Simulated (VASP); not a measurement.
# Si5Ge2 (P6/mmm) in VASP: single point with PBE

Aim: the single point of Si5Ge2 with PBE.

Program: VASP 6.6.1. These are calculated values, not measurements. Logs are shortened: lines on timing, memory, paths and dates and some standing lists are left out, and cuts for length are marked.

## (1) The cell of the first run

Symmetry: P6/mmm, No. 191, hexagonal system. Conventional cell: a = 5.025 Å, b = 5.025 Å, c = 5.375 Å, α = 90.00°, β = 90.00°, γ = 120.00°. Within 3.3 Å of Si (site symmetry mmm) lie 8 Si at 2.51 to 3.05 Å and 4 Ge at 2.88 Å. Si (site symmetry -6m2) has 9 Si at 2.90 to 3.05 Å and 6 Ge at 3.17 Å within 3.8 Å. Within 3.4 Å of Ge (site symmetry 6mm) lie 2 Ge at 2.56 to 2.81 Å and 12 Si at 2.88 to 3.17 Å.

## (2) Single point, PBE

File INCAR:

```
  PREC = Accurate
  ENCUT = 500
  EDIFF = 1E-6
  ISMEAR = 0
  SIGMA = 0.2
  LREAL = F
  LASPH = T
  NELM = 120
  ALGO = Normal
  ISIF = 2
  LWAVE = F
  LCHARG = T
  GGA = PE
  LELF = T
  LVHAR = T
  NBANDS = 33
  GGA_COMPAT = F
```

File KPOINTS:

```
regular mesh
0
Gamma
  4 4 4
```

File POSCAR:

```
Si5Ge2
1.0
    5.0248773749      0.0000000000      0.0000000000
   -2.5124386874      4.3516714576      0.0000000000
    0.0000000000      0.0000000000      5.3747089800
Si Ge
5 2
Direct
    0.5000000000      0.0000000000      0.0000000000
    0.0000000000      0.5000000000      0.0000000000
    0.5000000000      0.5000000000      0.0000000000
    0.3333333333      0.6666666667      0.5000000000
    0.6666666667      0.3333333333      0.5000000000
    0.0000000000      0.0000000000      0.2616635476
    0.0000000000      0.0000000000      0.7383364524
```

Potentials or basis: VASP PAW PBE potentials, release 64 (Si, Ge_d).

Command:

```
$ cat potpaw_PBE.64/Si/POTCAR potpaw_PBE.64/Ge_d/POTCAR > POTCAR
$ mpirun -np 1 vasp_std > vasp.out
```

OUTCAR:

```text
PREC = Accurate
   ENCUT = 500
   EDIFF = 1E-6
   ISMEAR = 0
   LREAL = F
   LASPH = T
   NELM = 120
   ISIF = 2
   GGA = PE

 ion  position               nearest neighbor table
   1  0.500  0.000  0.000-   3 2.51   3 2.51   2 2.51   2 2.51   6 2.88   6 2.88   7 2.88   7 2.88
                             4 3.05   5 3.05   4 3.05   5 3.05
   2  0.000  0.500  0.000-   3 2.51   3 2.51   1 2.51   1 2.51   6 2.88   7 2.88   6 2.88   7 2.88
                             4 3.05   5 3.05   4 3.05   5 3.05
   3  0.500  0.500  0.000-   2 2.51   2 2.51   1 2.51   1 2.51   6 2.88   7 2.88   6 2.88   7 2.88
                             4 3.05   5 3.05   4 3.05   5 3.05
   4  0.333  0.667  0.500-   5 2.90   5 2.90   5 2.90   2 3.05   2 3.05   1 3.05   1 3.05   3 3.05
                             3 3.05
   5  0.667  0.333  0.500-   4 2.90   4 2.90   4 2.90   2 3.05   2 3.05   1 3.05   1 3.05   3 3.05
                             3 3.05
   6  0.000  0.000  0.262-   7 2.56   7 2.81   1 2.88   1 2.88   2 2.88   2 2.88   3 2.88   3 2.88

   7  0.000  0.000  0.738-   6 2.56   6 2.81   1 2.88   1 2.88   2 2.88   2 2.88   3 2.88   3 2.88

  LATTYP: Found a hexagonal cell.
 ALAT       =     5.0248773749
 C/A-ratio  =     1.0696199288

  Lattice vectors:

 A1 = (   5.0248773749,   0.0000000000,   0.0000000000)
 A2 = (  -2.5124386874,   4.3516714576,   0.0000000000)
 A3 = (   0.0000000000,   0.0000000000,   5.3747089800)

Analysis of symmetry for initial positions (statically):
=====================================================================
 Subroutine PRICEL returns:
 Original cell was already a primitive cell.

 Routine SETGRP: Setting up the symmetry group for a
 hexagonal supercell.

 Subroutine GETGRP returns: Found 24 space group operations
 (whereof 24 operations were pure point group operations)
 out of a pool of 24 trial point group operations.

The static configuration has the point symmetry D_6h.

Analysis of symmetry for dynamics (positions and initial velocities):
=====================================================================
 Subroutine PRICEL returns:
 Original cell was already a primitive cell.

 Routine SETGRP: Setting up the symmetry group for a
 hexagonal supercell.

 Subroutine GETGRP returns: Found 24 space group operations
 (whereof 24 operations were pure point group operations)
 out of a pool of 24 trial point group operations.

The dynamic configuration has the point symmetry D_6h.

 Subroutine INISYM returns: Found 24 space group operations
 (whereof 24 operations are pure point group operations),
 and found     1 'primitive' translations

----------------------------------------------------------------------------------------

                                     Primitive cell

  volume of cell :     117.5267

  direct lattice vectors                    reciprocal lattice vectors
     5.024877375  0.000000000  0.000000000     0.199009832  0.114898380  0.000000000
    -2.512438687  4.351671458  0.000000000     0.000000000  0.229796760  0.000000000
     0.000000000  0.000000000  5.374708980     0.000000000  0.000000000  0.186056585

  length of vectors
     5.024877375  5.024877375  5.374708980     0.229796760  0.229796760  0.186056585

  position of ions in fractional coordinates (direct lattice)
     0.500000000  0.000000000  0.000000000
     0.000000000  0.500000000  0.000000000
     0.500000000  0.500000000  0.000000000
     0.333333333  0.666666667  0.500000000
     0.666666667  0.333333333  0.500000000
     0.000000000  0.000000000  0.261663548
     0.000000000  0.000000000  0.738336452

  ion indices of the primitive-cell ions
   primitive index   ion index
                 1           1
                 2           2
                 3           3
                 4           4
                 5           5
                 6           6
                 7           7

----------------------------------------------------------------------------------------

 KPOINTS: regular mesh

Automatic generation of k-mesh.
 Grid dimensions read from file:
 generate k-points for:    4    4    4

 Generating k-lattice:

  Cartesian coordinates                     Fractional coordinates (reciprocal lattice)
     0.049752458  0.028724595  0.000000000     0.250000000  0.000000000  0.000000000
     0.000000000  0.057449190  0.000000000     0.000000000  0.250000000  0.000000000
     0.000000000  0.000000000  0.046514146     0.000000000  0.000000000  0.250000000

  Length of vectors
     0.057449190  0.057449190  0.046514146

  Shift w.r.t. Gamma in fractional coordinates (k-lattice)
     0.000000000  0.000000000  0.000000000

 Subroutine IBZKPT returns following result:
 ===========================================

 Found     12 irreducible k-points:

 Following reciprocal coordinates:
            Coordinates               Weight
  0.000000  0.000000  0.000000      1.000000
  0.250000  0.000000  0.000000      6.000000
  0.500000  0.000000  0.000000      3.000000
  0.250000  0.250000  0.000000      6.000000
  0.000000  0.000000  0.250000      2.000000
  0.250000  0.000000  0.250000     12.000000
  0.500000  0.000000  0.250000      6.000000
  0.250000  0.250000  0.250000     12.000000
  0.000000  0.000000  0.500000      1.000000
  0.250000  0.000000  0.500000      6.000000
  0.500000  0.000000  0.500000      3.000000
  0.250000  0.250000  0.500000      6.000000
   k-points           NKPTS =     12   k-points in BZ     NKDIM =     12   number of bands    NBANDS=     33
   number of dos      NEDOS =    301   number of ions     NIONS =      7
   total plane-waves  NPLWV =  64000
   dimension x,y,z NGX =    40 NGY =   40 NGZ =   40
   dimension x,y,z NGXF=    80 NGYF=   80 NGZF=   80
   ions per type =               5   2
   NGX,Y,Z   is equivalent  to a cutoff of  13.23, 13.23, 12.37 a.u.
   NGXF,Y,Z  is equivalent  to a cutoff of  26.47, 26.47, 24.74 a.u.
 SYSTEM =  unknown system
   PREC   = accura    normal or accurate (medium, high low for compatibility)
   ISTART =      0    job   : 0-new  1-cont  2-samecut
   ICHARG =      2    charge: 1-file 2-atom 10-const
   ISPIN  =      1    spin polarized calculation?
   LNONCOLLINEAR =      F non collinear calculations
   LSORBIT =      F    spin-orbit coupling
   LASPH  =      T    aspherical Exc in radial PAW
   ENCUT  =  500.0 eV  36.75 Ry    6.06 a.u.   9.16  9.16  9.80*2*pi/ulx,y,z
   NELM   =    120;   NELMIN=  2; NELMDL= -5     # of ELM steps
   EDIFF  = 0.1E-05   stopping-criterion for ELM
   LREAL  =      F    real-space projection
   EDIFFG = 0.1E-04   stopping-criterion for IOM
   NSW    =      0    number of steps for IOM
   IBRION =     -1    ionic relax: 0-MD 1-quasi-New 2-CG
   NFREE  =      0    steps in history (QN), initial steepest desc. (CG)
   ISIF   =      2    stress and relaxation
   ISYM   =      2    0-nonsym 1-usesym 2-fastsym
   POTIM  = 0.5000    time-step for ionic-motion
   TEBEG  =    0.0;   TEEND  =   0.0 temperature during run
   PSTRESS=    0.0 pullay stress
   NELECT =      48.0000    total number of electrons
   NUPDOWN=      -1.0000    fix difference up-down
   EMIN   =  10.00;   EMAX   =-10.00  energy-range for DOS
   EFERMI =   0.00;   METHOD = LEGACY
   ISMEAR =     0;   SIGMA  =   0.20  broadening in eV -4-tet -1-fermi 0-gaus
   EFERMI_NEDOS =   21; number of points for ismear=-14 and -15
   IALGO  =     38    algorithm
   IMIX   =      4    mixing-type and parameters
     AMIX     =   0.40;   BMIX     =  1.00
     AMIX_MAG =   1.60;   BMIX_MAG =  1.00
  volume/ion in A,a.u.               =      16.79       113.30
  Fermi-wavevector in a.u.,A,eV,Ry     =   1.214627  2.295313 20.072943  1.475320
  Thomas-Fermi vector in A             =   2.350041
   LORBIT       =      0    0 simple, 1 ext, 2 COOP (PROOUT), +10 PAW based schemes
   GGA     = PE    functional components
   LHFCALC =     F    Hartree Fock is set to
   AEXX    =    0.0000 exact exchange contribution
   IVDW    =     0    specifies the selected vdW correction
   LEPSILON=     F    determine dielectric tensor
   LRPA    =     F    only Hartree local field effects (RPA)
 non-spin polarized calculation
 Gauss-broadening in eV      SIGMA  =   0.20
  energy-cutoff  :      500.00
  volume of cell :      117.53
 maximum number of plane-waves:      2996
 NGX is ok and might be reduce to    40
   NGX = 19   NGY = 19   NGZ = 19

 number of electron      48.0000006 magnetization

 Free energy of the ion-electron system (eV)
  ---------------------------------------------------
  ext. energy  EPLUGINS =         0.00000000
  ---------------------------------------------------
  free energy    TOTEN  =       -31.77045738 eV

  energy without entropy =      -31.69555440  energy(sigma->0) =      -31.73300589

 E-fermi :   8.2652     XC(G=0): -10.9448

 val. band max:        8.2451332437   @ k =   0.5000   0.0000   0.0000
 cond. band min:       8.3217799768   @ k =   0.2500   0.0000   0.2500
 fundamental gap:      0.0766467331
 Fermi energy:         8.2651700423

 k-point     1 :       0.0000    0.0000    0.0000
  band No.  band energies     occupation
      1     -16.6402      2.00000
      2     -16.5567      2.00000
      3     -16.5567      2.00000
      4     -16.5221      2.00000
      5     -16.5221      2.00000
      6     -16.5098      2.00000
[... 25 lines left out ...]
     32      13.2903      0.00000
     33      14.9610      0.00000

 k-point     2 :       0.2500    0.0000    0.0000
  band No.  band energies     occupation
      1     -16.6401      2.00000
      2     -16.5571      2.00000
      3     -16.5568      2.00000
      4     -16.5221      2.00000
      5     -16.5216      2.00000
      6     -16.5098      2.00000
[... 25 lines left out ...]
     32      12.1824      0.00000
     33      12.3336      0.00000
[... 322 lines left out ...]
     32      11.1804      0.00000
     33      11.6902      0.00000

 k-point    12 :       0.2500    0.2500    0.5000
  band No.  band energies     occupation
      1     -16.5617      2.00000
      2     -16.5260      2.00000
      3     -16.5259      2.00000
      4     -16.5177      2.00000
      5     -16.5173      2.00000
      6     -16.5139      2.00000
[... 25 lines left out ...]
     32      11.4599      0.00000
     33      12.9053      0.00000

------------------------ aborting loop because EDIFF is reached ----------------------------------------

  FORCE on cell =-STRESS in cart. coord.  units (eV):
  Direction    XX          YY          ZZ          XY          YZ          ZX
  --------------------------------------------------------------------------------------
  -------------------------------------------------------------------------------------
  Total       -0.3973232     -0.3973232      0.5780304     -0.0000000      0.0000000      0.0000000
  in kB       -5.4164900     -5.4164900      7.8799727     -0.0000000      0.0000000      0.0000000
  external PRESSURE =      -0.9843358 kB  Pullay stress =       0.0000000 kB

 VOLUME and BASIS-vectors are now :
 -----------------------------------------------------------------------------
  energy-cutoff  :      500.00
  volume of cell :      117.53
      direct lattice vectors                 reciprocal lattice vectors
     5.024877375  0.000000000  0.000000000     0.199009832  0.114898380  0.000000000
    -2.512438687  4.351671458  0.000000000     0.000000000  0.229796760  0.000000000
     0.000000000  0.000000000  5.374708980     0.000000000  0.000000000  0.186056585

 POSITION                                       TOTAL-FORCE (eV/Angst)
 -----------------------------------------------------------------------------------
      2.51244      0.00000      0.00000        -0.000000     -0.000000      0.000000
     -1.25622      2.17584      0.00000        -0.000000     -0.000000      0.000000
      1.25622      2.17584      0.00000        -0.000000     -0.000000      0.000000
     -0.00000      2.90111      2.68735        -0.000000     -0.000000      0.000000
      2.51244      1.45056      2.68735        -0.000000     -0.000000      0.000000
      0.00000      0.00000      1.40637        -0.000000      0.000000     -0.023814
      0.00000      0.00000      3.96834         0.000000     -0.000000      0.023814
 -----------------------------------------------------------------------------------
    total drift:                                0.000000     -0.000000     -0.000000

  FREE ENERGIE OF THE ION-ELECTRON SYSTEM (eV)
  ---------------------------------------------------
  free  energy   TOTEN  =       -31.7704573794 eV

  energy  without entropy=      -31.6955544022  energy(sigma->0) =      -31.73300589
```

It took 44 s on 1 thread of Intel Xeon Platinum 8259CL at 2.50GHz (Skylake/Cascade Lake), shared host; peak memory 0.24 GiB.

What came out:

| Quantity | Value |
| --- | --- |
| Free energy | -31.7705 eV |
| Pressure | -0.1 GPa |
| Largest force | 0.024 eV/Å |
| Band gap on the k mesh | zero (band 24 reaches 8.84 eV, above the bottom of band 25 at 6.06 eV) |

Forces on the atoms (eV/Å):
```
Si   0.000  0.000  0.000
Si   0.000  0.000  0.000
Si   0.000  0.000  0.000
Si   0.000  0.000  0.000
Si   0.000  0.000  0.000
Ge   0.000  0.000 -0.024
Ge   0.000  0.000  0.024
```

Caveat: the k points lie up to 0.36 Å⁻¹ apart.
